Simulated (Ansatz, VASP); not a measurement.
Ca in VASP and in Ansatz

Contents of INCAR:

```
PREC = Accurate
ENCUT = 520
EDIFF = 1E-6
ISMEAR = 0
SIGMA = 0.15
LREAL = False
LASPH = True
NELM = 60
ALGO = Normal
ISIF = 2
LWAVE = False
LCHARG = True
GGA = CA
LELF = True
LVHAR = True
NBANDS = 11
```

The input KPOINTS:

```
Automatic mesh
0
Gamma
  14 14 14
```

Contents of POSCAR:

```
Ca
1.0
    3.3142235230      0.0000000000      0.0000000000
    0.0000000000      3.3142235230      0.0000000000
    0.0000000000      0.0000000000      3.3142235230
Ca
1
Direct
    0.0000000000      0.0000000000      0.0000000000
```

Input for Ansatz:

```yaml
crystal:
  lattice:
    - [3.314223523, 0.0, 0.0]
    - [0.0, 3.314223523, 0.0]
    - [0.0, 0.0, 3.314223523]
  atoms:
    - { symbol: Ca, position: [0.0, 0.0, 0.0] }
basis:
  ecutwfc: 420
kpoints:
  mp_grid: { grid: [14, 14, 14] }
hamiltonian:
  xc: lda
scf:
  occupations: { method: gaussian, width: 0.15 }
output:
  forces: true
  stress: true
  eigenvalues: true
```

Change from the starting cell: strain -0.050 along x and y, -0.050 along z, atoms carried along.

Alike in both runs: task single point; functional LDA; k mesh 14 × 14 × 14; occupations gaussian, width 0.15 eV; no spin polarisation.

|  | VASP | Ansatz |
| --- | --- | --- |
| version | VASP 6.6.1 | Ansatz 0.2.0 |
| potentials or method | VASP PAW LDA potentials, release 64 (Ca_sv), cutoff 520 eV | scalar-relativistic, plane waves, PAW |
| valence electrons in the cell | 10 | 10 |

|  | VASP | Ansatz | Ansatz less VASP |
| --- | --- | --- | --- |
| gap on the k mesh at the Fermi level (eV) | none | none | - |
| pressure (GPa) | 0.5 | 0.5 | +0.02 |

LDA's correlation is that of Perdew and Zunger in VASP and of Perdew and Wang (1992) in Ansatz. A gap of «none» marks a metal or a gap that the smearing closes.
